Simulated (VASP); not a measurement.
Input of a VASP 6.6.1 run:

Contents of INCAR:

```
ALGO     = Normal         # electronic algorithm
EDIFF    = 1E-7           # SCF threshold, eV
ENCUT    = 520            # plane-wave cutoff, eV
GGA      = CA             # functional
ISIF     = 2              # what is computed and relaxed
ISMEAR   = -1             # smearing method
LASPH    = T              # aspherical terms in the spheres
LCHARG   = F              # write CHGCAR
LREAL    = F              # projectors in reciprocal space
LWAVE    = F              # write WAVECAR
NBANDS   = 18             # bands
NELM     = 100            # most SCF steps
PREC     = Accurate       # precision mode
SIGMA    = 0.08           # smearing width, eV
```

File KPOINTS:

```
k-points
0
Gamma
  9 9 9
```

POSCAR

```
Sb2Au
1.0
    0.0000000000      3.3168694821      3.3168694821
    3.3168694821      0.0000000000      3.3168694821
    3.3168694821      3.3168694821      0.0000000000
Sb Au
2 1
Direct
    0.2500000000      0.2500000000      0.2500000000
    0.7500000000      0.7500000000      0.7500000000
    0.0000000000      0.0000000000      0.0000000000
```

Potentials or basis: VASP PAW LDA potentials, release 64 (Sb, Au).

The run is started by

```sh
$ cat potpaw_LDA.64/Sb/POTCAR potpaw_LDA.64/Au/POTCAR > POTCAR
$ mpirun -np 1 vasp_std > vasp.out
```

Task: Predict the band gap on the k mesh.

Result: Zero (an odd number of electrons rules out a gap without spin polarisation).

Task: Predict the pressure.

Result: 4.2 GPa.

Caveat: the cell stands under pressure; spin-orbit coupling is left out, which moves the levels of the heavy elements.
